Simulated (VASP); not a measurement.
Here is a VASP 6.6.1 calculation.

INCAR

```
SYSTEM = MgS
ALGO = Normal
EDIFF = 1E-6
ENCUT = 600
GGA = PE
GGA_COMPAT = .False.
ISIF = 2
ISMEAR = 0
IVDW = 13
LASPH = .True.
LCHARG = .True.
LELF = .True.
LREAL = .False.
LVHAR = .True.
LWAVE = .False.
NBANDS = 11
NELM = 120
PREC = Accurate
SIGMA = 0.05
```

File KPOINTS:

```
k-points
0
Gamma
  8 8 8
  0 0 0
```

File POSCAR:

```
MgS
1.0
    0.0000000000      2.6016508254      2.6016508254
    2.6016508254      0.0000000000      2.6016508254
    2.6016508254      2.6016508254      0.0000000000
Mg S
1 1
Direct
    0.0000000000      0.0000000000      0.0000000000
    0.5000000000      0.5000000000      0.5000000000
```

Potentials or basis: VASP PAW PBE potentials, release 64 (Mg, S).

Run with:

```console
$ cat potpaw_PBE.64/Mg/POTCAR potpaw_PBE.64/S/POTCAR > POTCAR
$ mpirun -np 1 vasp_std > vasp.out
```

Q: What does it give for the dispersion energy per atom?

A: -0.290 eV.

Q: Estimate the band gap on the k mesh.

A: 2.78 eV, indirect (least direct gap 3.71 eV).

Q: Predict the pressure.

A: -1.7 GPa.

A k mesh can miss the band edges. As with any semilocal functional, this PBE gap is likely too small.
